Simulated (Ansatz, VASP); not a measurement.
# One calculation of Mn, two programs

```
CELL_PARAMETERS angstrom
2.06884 -4.06438 0.00000
2.06884 4.06438 0.00000
0.00000 0.00000 2.59990
ATOMIC_POSITIONS crystal
Mn 0.61843 0.38157 0.52393
Mn 0.11843 0.88157 0.97607
Mn 0.38157 0.61843 0.47607
Mn 0.88157 0.11843 0.02393
```

Alike in both runs: task relaxation of cell and atoms; functional PBEsol; k mesh 6 × 6 × 6; occupations gaussian, width 0.1 eV; no spin polarisation.

|  | VASP | Ansatz |
| --- | --- | --- |
| version | VASP 6.6.1 | Ansatz 0.2.0 |
| potentials or method | VASP PAW PBE potentials, release 64 (Mn_pv), cutoff 600 eV | scalar-relativistic, plane waves, PAW |
| valence electrons in the cell | 52 | 60 |

```tsv
	VASP	Ansatz	Ansatz less VASP
gap on the k mesh at the Fermi level, each at its own relaxed structure (eV)	none	none	-
relaxed volume (Å³/atom)	10.90	10.91	+0.009
relaxed cell length with the largest relative difference (Å)	2.563	2.556	-0.0073
```

VASP's potentials were made for PBE, not for PBEsol. A gap of «none» marks a metal or a gap that the smearing closes. VASP's potentials hold 52 valence electrons a cell and Ansatz's 60, so a difference there can come from the potentials and not from the codes.

The k mesh is coarse, so the values compare programs but aren't converged.
